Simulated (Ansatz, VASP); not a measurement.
Al3Cu: VASP beside Ansatz

```
CELL_PARAMETERS angstrom
2.67541 0.00000 0.00000
0.00000 2.67541 0.00000
0.00000 0.00000 7.91109
ATOMIC_POSITIONS crystal
Al 0.00000 0.00000 0.50000
Al 0.50000 0.50000 0.19788
Al 0.50000 0.50000 0.80212
Cu 0.00000 0.00000 0.00000
```

Alike in both runs: task single point; functional PBEsol; k mesh 16 × 16 × 6; occupations gaussian, width 0.1 eV; no spin polarisation.

|  | VASP | Ansatz |
| --- | --- | --- |
| version | VASP 6.6.1 | Ansatz 0.2.0 |
| potentials or method | VASP PAW PBE potentials, release 64 (Al, Cu), cutoff 520 eV | scalar-relativistic, plane waves, PAW |
| valence electrons in the cell | 20 | 28 |

|  | VASP | Ansatz | Ansatz less VASP |
| --- | --- | --- | --- |
| gap on the k mesh at the Fermi level (eV) | none | none | - |
| pressure (GPa) | 10.0 | 9.8 | -0.18 |
| traceless stress, the component that is largest in VASP (GPa) | -8.59 | -8.59 | -0.006 |
| rms of the force components (eV/Å) | 0.610 | 0.603 | -0.0076 |

VASP's potentials were made for PBE, not for PBEsol. Atom by atom the forces differ by 0.008 eV/Å (rms over components). A gap of «none» marks a metal or a gap that the smearing closes. VASP's potentials hold 20 valence electrons a cell and Ansatz's 28, so a difference there can come from the potentials and not from the codes.
